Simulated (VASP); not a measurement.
# Mg32S33 (a cell with a defect) in VASP: single point with PBEsol

Aim: the single point of Mg32S33 (a cell with a defect) with PBEsol.

Program: VASP 6.6.1. These are calculated values, not measurements. Logs are shortened: lines on timing, memory, paths and dates and some standing lists are left out, and cuts for length are marked.

## (1) The cell of the first run

The cell holds a defect, 65 atoms: a = 10.364 Å, b = 10.364 Å, c = 10.364 Å, α = 90.00°, β = 90.00°, γ = 90.00°.

## (2) Single point, PBEsol, collinear spin

Input file INCAR:

```
SYSTEM = Mg32S33
PREC = Accurate ; ENCUT = 400
EDIFF = 1E-6 ; ISMEAR = -1
SIGMA = 0.05 ; LREAL = Auto
LASPH = .True. ; NELM = 200
ALGO = Normal ; ISIF = 2
LWAVE = .False. ; LCHARG = .True.
ISPIN = 2 ; MAGMOM = 0 0 0 0.111 0 0 0 0 0 0 0 0 0 0.111 0 0 0 0 0 0 0 0 0.111 0 0.111 0 0 0 0 0 0 0 0.111 0 0 0 0 0 0 0 0.111 0 0.111 0 0 0 0 0 0 0 0 0.111 0 0 0 0 0 0 0 0 0 0.111 0 0 0
LORBIT = 11 ; GGA = PS
LELF = .True. ; LVHAR = .True.
NBANDS = 173 ; NELECT = 261.0
ISYM = -1 ; GGA_COMPAT = .False.
```

Input file KPOINTS:

```
explicit points
1
Reciprocal
  0.25000000   0.25000000   0.25000000 1
```

Input file POSCAR:

```
Mg32S33
1.0
   10.3639610000      0.0000000000      0.0000000000
    0.0000000000     10.3639610000      0.0000000000
    0.0000000000      0.0000000000     10.3639610000
S Mg
33 32
Direct
    0.2505550000      0.9994440000      0.9990900000
    0.2504990000      0.9987750000      0.4995620000
    0.2504460000      0.4999580000      0.9984550000
    0.2293150000      0.5171640000      0.5167910000
    0.7502560000      0.0004360000      0.0001460000
    0.7516950000      0.9981300000      0.4997070000
    0.7516470000      0.4999850000      0.9979040000
    0.7502000000      0.4989460000      0.4986350000
    0.9997380000      0.2502490000      0.9991160000
    0.9990760000      0.2501560000      0.4996040000
    0.0007150000      0.7499930000      0.0001140000
    0.9984640000      0.7513520000      0.4997260000
    0.5002380000      0.2500730000      0.9984510000
    0.5176180000      0.2288950000      0.5169690000
    0.5003240000      0.7513550000      0.9979130000
    0.4992700000      0.7498360000      0.4986670000
    0.9996980000      0.9994410000      0.2499530000
    0.0007990000      0.0004930000      0.7496260000
    0.9989730000      0.4999010000      0.2498830000
    0.9984350000      0.4999560000      0.7510810000
    0.5001460000      0.9986830000      0.2499440000
    0.5002420000      0.9981020000      0.7510660000
    0.5173770000      0.5170770000      0.2287550000
    0.4992170000      0.4989230000      0.7497690000
    0.2328480000      0.2326400000      0.2321900000
    0.2506290000      0.2503660000      0.7504410000
    0.2505270000      0.7508650000      0.2499190000
    0.2501890000      0.7512760000      0.7509670000
    0.7510880000      0.2502840000      0.2499670000
    0.7515910000      0.2499290000      0.7510180000
    0.7515480000      0.7512720000      0.2495990000
    0.7495210000      0.7492410000      0.7489240000
    0.3763060000      0.3757020000      0.3756020000
    0.9999790000      0.9996730000      0.9993920000
    0.9980740000      0.9977410000      0.5001470000
    0.9981360000      0.5004760000      0.9975560000
    0.9922820000      0.5018930000      0.5016930000
    0.5007520000      0.9977740000      0.9975060000
    0.5023100000      0.9918640000      0.5017540000
    0.5021950000      0.5018500000      0.9917920000
    0.5142590000      0.5138390000      0.5139810000
    0.2492860000      0.2489950000      0.9927050000
    0.2364910000      0.2361900000      0.5140440000
    0.2502440000      0.7520190000      0.9978270000
    0.2474730000      0.7557230000      0.5015410000
    0.7523480000      0.2499820000      0.9977850000
    0.7561020000      0.2470910000      0.5015790000
    0.7507150000      0.7504100000      0.9989930000
    0.7521450000      0.7518710000      0.4996510000
    0.2491710000      0.9930770000      0.2485740000
    0.2502660000      0.9980510000      0.7517350000
    0.2364500000      0.5142660000      0.2360600000
    0.2473130000      0.5019150000      0.7554260000
    0.7523350000      0.9980590000      0.2496810000
    0.7506780000      0.9992780000      0.7500930000
    0.7559470000      0.5018690000      0.2468880000
    0.7521800000      0.4999490000      0.7516270000
    0.9933130000      0.2489540000      0.2486340000
    0.9983650000      0.2499890000      0.7517290000
    0.9984090000      0.7520100000      0.2496250000
    0.9995810000      0.7504190000      0.7500940000
    0.5146370000      0.2359990000      0.2358970000
    0.5022220000      0.2470160000      0.7554950000
    0.5020980000      0.7556350000      0.2469080000
    0.5002620000      0.7518850000      0.7515860000
```

Potentials or basis: VASP PAW PBE potentials, release 64 (S, Mg).

Launch:

```console
> cat potpaw_PBE.64/S/POTCAR potpaw_PBE.64/Mg/POTCAR > POTCAR
> mpirun -np 1 vasp_std > vasp.out
```

OUTCAR:

```text
SYSTEM = Mg32S33
   PREC = Accurate
   ENCUT = 400
   EDIFF = 1E-6
   ISMEAR = -1
   LREAL = Auto
   LASPH = .True.
   NELM = 200
   ISIF = 2
   ISPIN = 2
   LORBIT = 11
   GGA = PS
   NELECT = 261.0
   ISYM = -1

 ion  position               nearest neighbor table
   1  0.251  0.999  0.999-  51 2.56  44 2.56  50 2.59  42 2.59  38 2.59  34 2.60
   2  0.250  0.999  0.500-  43 2.47  45 2.52  50 2.60  39 2.61  51 2.61  35 2.62
   3  0.250  0.500  0.998-  52 2.47  53 2.52  42 2.60  40 2.61  44 2.61  36 2.61
   4  0.229  0.517  0.517-  37 2.47  45 2.48  53 2.49  33 2.57  52 2.91  43 2.91  41 2.95
   5  0.750  0.000  0.000-  38 2.59  54 2.59  46 2.59  34 2.59  48 2.59  55 2.59
   6  0.752  0.998  0.500-  49 2.55  35 2.55  47 2.58  39 2.59  54 2.59  55 2.60
   7  0.752  0.500  0.998-  57 2.55  36 2.55  56 2.58  40 2.59  46 2.59  48 2.60
   8  0.750  0.499  0.499-  41 2.46  37 2.51  56 2.61  47 2.61  49 2.62  57 2.62
   9  1.000  0.250  0.999-  59 2.56  46 2.56  58 2.59  42 2.59  36 2.59  34 2.60
  10  0.999  0.250  0.500-  43 2.47  47 2.52  58 2.60  37 2.61  59 2.61  35 2.62
  11  0.001  0.750  0.000-  60 2.59  36 2.59  44 2.59  34 2.59  48 2.59  61 2.59
  12  0.998  0.751  0.500-  49 2.55  35 2.55  45 2.58  37 2.59  60 2.59  61 2.59
  13  0.500  0.250  0.998-  62 2.47  63 2.52  42 2.60  40 2.61  46 2.61  38 2.61
  14  0.518  0.229  0.517-  39 2.47  47 2.48  63 2.48  33 2.57  62 2.91  43 2.91  41 2.95
  15  0.500  0.751  0.998-  65 2.55  38 2.55  64 2.58  40 2.59  44 2.59  48 2.60
  16  0.499  0.750  0.499-  41 2.46  39 2.51  64 2.61  45 2.61  49 2.62  65 2.62
  17  1.000  0.999  0.250-  54 2.56  60 2.56  50 2.59  58 2.59  35 2.59  34 2.60
[... 67 lines left out ...]
  59  0.998  0.250  0.752-  30 2.56   9 2.56  18 2.59  20 2.59  10 2.61  26 2.61  43 3.49  42 3.61
                            46 3.61  47 3.61  57 3.64  36 3.64  34 3.65  55 3.65
  60  0.998  0.752  0.250-  31 2.56  17 2.56  11 2.59  12 2.59  19 2.61  27 2.61  52 3.49  50 3.61
                            54 3.61  56 3.61  35 3.64  49 3.64  34 3.65  48 3.65
  61  1.000  0.750  0.750-  11 2.59  32 2.59  18 2.59  12 2.59  20 2.60  28 2.60  53 3.64  45 3.64
                            37 3.64  35 3.64  36 3.65  55 3.65  48 3.65  57 3.65  49 3.65  51 3.65
  62  0.515  0.236  0.236-  29 2.46  21 2.47  13 2.47  33 2.50  14 2.91  23 2.91  25 2.92  54 3.49
                            46 3.49  38 3.50
  63  0.502  0.247  0.755-  14 2.48  13 2.52  22 2.58  30 2.59  26 2.61  24 2.61  42 3.59  38 3.60
                            40 3.60  46 3.61  55 3.64
  64  0.502  0.756  0.247-  23 2.48  21 2.52  15 2.58  31 2.59  27 2.61  16 2.61  50 3.60  39 3.60
                            38 3.60  54 3.61  48 3.64
  65  0.500  0.752  0.752-  22 2.55  15 2.55  32 2.58  28 2.59  16 2.62  24 2.62  41 3.49  39 3.59
                            40 3.59  38 3.60  51 3.64  44 3.64  55 3.65  48 3.65

IMPORTANT INFORMATION: All symmetrisations will be switched off!
NOSYMM: (Re-)initialisation of all symmetry stuff for point group C_1.

----------------------------------------------------------------------------------------

                                     Primitive cell

  volume of cell :    1113.2105

  direct lattice vectors                    reciprocal lattice vectors
    10.363961000  0.000000000  0.000000000     0.096488206  0.000000000  0.000000000
     0.000000000 10.363961000  0.000000000     0.000000000  0.096488206  0.000000000
     0.000000000  0.000000000 10.363961000     0.000000000  0.000000000  0.096488206

  length of vectors
    10.363961000 10.363961000 10.363961000     0.096488206  0.096488206  0.096488206

  position of ions in fractional coordinates (direct lattice)
     0.250555000  0.999444000  0.999090000
     0.250499000  0.998775000  0.499562000
     0.250446000  0.499958000  0.998455000
     0.229315000  0.517164000  0.516791000
     0.750256000  0.000436000  0.000146000
     0.751695000  0.998130000  0.499707000
[... 57 lines left out ...]
     0.502098000  0.755635000  0.246908000
     0.500262000  0.751885000  0.751586000

  ion indices of the primitive-cell ions
   primitive index   ion index
                 1           1
                 2           2
                 3           3
                 4           4
                 5           5
                 6           6
[... 57 lines left out ...]
                64          64
                65          65

----------------------------------------------------------------------------------------

 KPOINTS: explicit points

Read explicit list of k-points.

 Found      1 k-points:

[... 30 lines left out ...]
   TEBEG  =    0.0;   TEEND  =   0.0 temperature during run
   PSTRESS=    0.0 pullay stress
   NELECT =     261.0000    total number of electrons
   NUPDOWN=      -1.0000    fix difference up-down
   EMIN   =  10.00;   EMAX   =-10.00  energy-range for DOS
   EFERMI =   0.00;   METHOD = LEGACY
   ISMEAR =    -1;   SIGMA  =   0.05  broadening in eV -4-tet -1-fermi 0-gaus
   EFERMI_NEDOS =   21; number of points for ismear=-14 and -15
   IALGO  =     38    algorithm
   IMIX   =      4    mixing-type and parameters
     AMIX     =   0.40;   BMIX     =  1.00
     AMIX_MAG =   1.60;   BMIX_MAG =  1.00
  volume/ion in A,a.u.               =      17.13       115.57
  Fermi-wavevector in a.u.,A,eV,Ry     =   1.009476  1.907633 13.864899  1.019041
  Thomas-Fermi vector in A             =   2.142406
   LORBIT       =     11    0 simple, 1 ext, 2 COOP (PROOUT), +10 PAW based schemes
   GGA     = PS    functional components
   LHFCALC =     F    Hartree Fock is set to
   AEXX    =    0.0000 exact exchange contribution
   IVDW    =     0    specifies the selected vdW correction
   LEPSILON=     F    determine dielectric tensor
   LRPA    =     F    only Hartree local field effects (RPA)
 spin polarized calculation
  energy-cutoff  :      400.00
  volume of cell :     1113.21
 maximum number of plane-waves:     20186
 NGX is ok and might be reduce to    70
   NGX = 33   NGY = 33   NGZ = 33

 number of electron     260.9999951 magnetization       2.9536297

 Free energy of the ion-electron system (eV)
  ---------------------------------------------------
  ext. energy  EPLUGINS =         0.00000000
  ---------------------------------------------------
  free energy    TOTEN  =      -294.28017411 eV

  energy without entropy =     -294.26784435  energy(sigma->0) =     -294.27400923

 E-fermi :   4.7311     XC(G=0):  -9.9429

 val. band max:        4.5103735617   @ k =   0.2500   0.2500   0.2500
 cond. band min:       4.9246123427   @ k =   0.2500   0.2500   0.2500
 fundamental gap:      0.4142387810
 Fermi energy:         4.7310798231

 spin component 1

 k-point     1 :       0.2500    0.2500    0.2500
  band No.  band energies     occupation
      1     -10.1870      1.00000
      2      -8.6662      1.00000
      3      -8.4078      1.00000
      4      -8.4075      1.00000
      5      -8.2139      1.00000
      6      -8.0632      1.00000
[... 134 lines left out ...]
    141       8.5392      0.00000
    142       8.5400      0.00000
 Fermi energy:         4.7310798231

 spin component 2

 k-point     1 :       0.2500    0.2500    0.2500
  band No.  band energies     occupation
      1      -9.5602      1.00000
      2      -8.6142      1.00000
      3      -8.3522      1.00000
      4      -8.3518      1.00000
      5      -8.1596      1.00000
      6      -8.0142      1.00000
[... 134 lines left out ...]
    141       8.5747      0.00000
    142       8.5756      0.00000
 [bands above 142 left out]

------------------------ aborting loop because EDIFF is reached ----------------------------------------

  FORCE on cell =-STRESS in cart. coord.  units (eV):
  Direction    XX          YY          ZZ          XY          YZ          ZX
  --------------------------------------------------------------------------------------
  -------------------------------------------------------------------------------------
  Total        6.1005653      6.0930664      6.1150496     -3.2619742     -3.2482006     -3.2491622
  in kB        8.7801786      8.7693860      8.8010251     -4.6947643     -4.6749408     -4.6763247
  external PRESSURE =       8.7835299 kB  Pullay stress =       0.0000000 kB

 VOLUME and BASIS-vectors are now :
 -----------------------------------------------------------------------------
  energy-cutoff  :      400.00
  volume of cell :     1113.21
      direct lattice vectors                 reciprocal lattice vectors
    10.363961000  0.000000000  0.000000000     0.096488206  0.000000000  0.000000000
     0.000000000 10.363961000  0.000000000     0.000000000  0.096488206  0.000000000
     0.000000000  0.000000000 10.363961000     0.000000000  0.000000000  0.096488206

 POSITION                                       TOTAL-FORCE (eV/Angst)
 -----------------------------------------------------------------------------------
      2.59674     10.35820     10.35453         0.002755     -0.002722     -0.002056
      2.59616     10.35127      5.17744         0.000030     -0.001599      0.003056
      2.59561      5.18155     10.34795         0.000421      0.000249      0.006379
      2.37661      5.35987      5.35600        -0.010699      0.003091      0.002245
      7.77562      0.00452      0.00151        -0.003259      0.003537      0.001569
      7.79054     10.34458      5.17894        -0.001440     -0.000692      0.000540
[... 57 lines left out ...]
      5.20372      7.83137      2.55894         0.000133      0.002389     -0.002052
      5.18470      7.79251      7.78941        -0.001566     -0.005075      0.002301
 -----------------------------------------------------------------------------------
    total drift:                                0.003758     -0.002859     -0.011622

  FREE ENERGIE OF THE ION-ELECTRON SYSTEM (eV)
  ---------------------------------------------------
  free  energy   TOTEN  =      -294.2801741083 eV

  energy  without entropy=     -294.2678443533  energy(sigma->0) =     -294.27400923

 total charge

# of ion       s       p       d       tot
------------------------------------------
    1        1.310   2.480   0.000   3.790
    2        1.308   2.490   0.000   3.798
    3        1.308   2.490   0.000   3.798
    4        1.337   2.408   0.000   3.746
    5        1.308   2.480   0.000   3.788
    6        1.310   2.482   0.000   3.792
[... 57 lines left out ...]
   64        0.142   0.138   0.044   0.324
   65        0.139   0.133   0.041   0.313
--------------------------------------------------
tot         47.937  85.771   1.364 135.072

 magnetization (x)

# of ion       s       p       d       tot
------------------------------------------
    1        0.001   0.022   0.000   0.023
    2        0.000   0.000   0.000   0.000
    3        0.000   0.000   0.000   0.000
    4        0.013   0.211   0.000   0.224
    5        0.000   0.000   0.000   0.000
    6        0.001   0.011   0.000   0.012
[... 57 lines left out ...]
   64        0.001   0.001   0.001   0.003
   65        0.001   0.000   0.000   0.001
--------------------------------------------------
tot          0.124   1.655   0.022   1.802
```

Run time: 12 min. Hardware: 1 thread of AMD EPYC 7R13, shared host; peak memory 1 GiB.

What came out:

| Property | Result |
| --- | --- |
| Free energy | -294.2802 eV |
| Largest force | 0.066 eV/Å |
| Net moment | 2.95 μB per cell |
| Site moments | S +0.02, +0.00, +0.22, +0.01, +0.23, +0.27, -0.00, +0.53 (each value once); Mg +0.00, +0.02, +0.01 (each value once) μB |
| Valence electrons inside the program's atomic spheres | S 3.79, 3.80, 3.75, 3.74, 3.65 (each value once); Mg 0.31, 0.33, 0.34, 0.32 (each value once) |

Forces on the atoms (eV/Å):
```
S    0.003 -0.003 -0.002
S    0.000 -0.002  0.003
S    0.000  0.000  0.006
S   -0.011  0.003  0.002
S   -0.003  0.004  0.002
S   -0.001 -0.001  0.001
S    0.000  0.001 -0.001
S    0.009 -0.001  0.003
S   -0.002  0.003 -0.002
S   -0.001  0.001  0.001
S    0.003 -0.005  0.003
S    0.000 -0.002 -0.002
S    0.001  0.003  0.003
S   -0.001 -0.009  0.000
S   -0.002 -0.002 -0.001
S   -0.001  0.007  0.001
S   -0.003 -0.004  0.003
S   -0.002  0.000 -0.001
S    0.003  0.003  0.001
S   -0.001  0.003  0.000
S    0.004 -0.001 -0.001
S    0.003  0.000  0.002
S    0.003  0.005 -0.013
S    0.001  0.000  0.010
S   -0.022 -0.022 -0.021
S   -0.003 -0.005  0.004
S   -0.001 -0.007  0.001
S    0.000  0.001  0.002
S    0.000 -0.003  0.000
S    0.002 -0.003  0.000
S    0.002  0.001  0.001
S    0.001  0.000  0.001
S    0.038  0.037  0.040
Mg   0.003  0.005  0.003
Mg   0.001 -0.002 -0.002
Mg  -0.005 -0.004 -0.004
Mg  -0.003  0.003 -0.001
Mg  -0.003 -0.005 -0.001
Mg  -0.004  0.002 -0.004
Mg   0.001  0.003 -0.005
Mg  -0.007 -0.004 -0.011
Mg  -0.008 -0.008  0.005
Mg   0.001  0.001 -0.011
Mg   0.004  0.006 -0.003
Mg  -0.002  0.002 -0.001
Mg   0.007  0.000  0.000
Mg  -0.001  0.003 -0.001
Mg  -0.003 -0.002  0.001
Mg   0.003 -0.002 -0.001
Mg  -0.005  0.009 -0.006
Mg  -0.001  0.002  0.002
Mg   0.002 -0.009 -0.001
Mg   0.005 -0.002 -0.001
Mg   0.003  0.000 -0.001
Mg   0.001  0.001  0.001
Mg   0.001 -0.002  0.001
Mg  -0.002  0.001 -0.001
Mg   0.008 -0.007 -0.008
Mg   0.002 -0.002  0.004
Mg  -0.004  0.005  0.003
Mg   0.002 -0.001 -0.002
Mg  -0.010  0.004  0.001
Mg  -0.004  0.005 -0.002
Mg   0.000  0.002 -0.002
Mg  -0.002 -0.005  0.002
```

Levels at points of the mesh, in eV from the Fermi level:
Spin up:
| k point | band 128 | band 129 | band 130 | band 131 | band 132 | band 133 | band 134 | band 135 | band 136 | band 137 |
| --- | --- | --- | --- | --- | --- | --- | --- | --- | --- | --- |
| (0.25, 0.25, 0.25) | -0.95 | -0.95 | -0.39 | -0.23 | -0.22 | 2.67 | 2.67 | 2.69 | 3.58 | 3.63 |
Spin down:
```tsv
k point	band 126	band 127	band 128	band 129	band 130	band 131	band 132	band 133
(0.25, 0.25, 0.25)	-1.12	-0.91	-0.91	-0.88	0.19	0.33	0.34	2.71
```

Caveat: the cell carries a net charge on a neutralising background, which shifts energy and pressure; the cell is charged against a uniform background, so pressure and absolute levels hang on convention; a moment this small can come from the mesh or the smearing; the PAW data sets were made with another functional, which shifts forces and pressure a little.
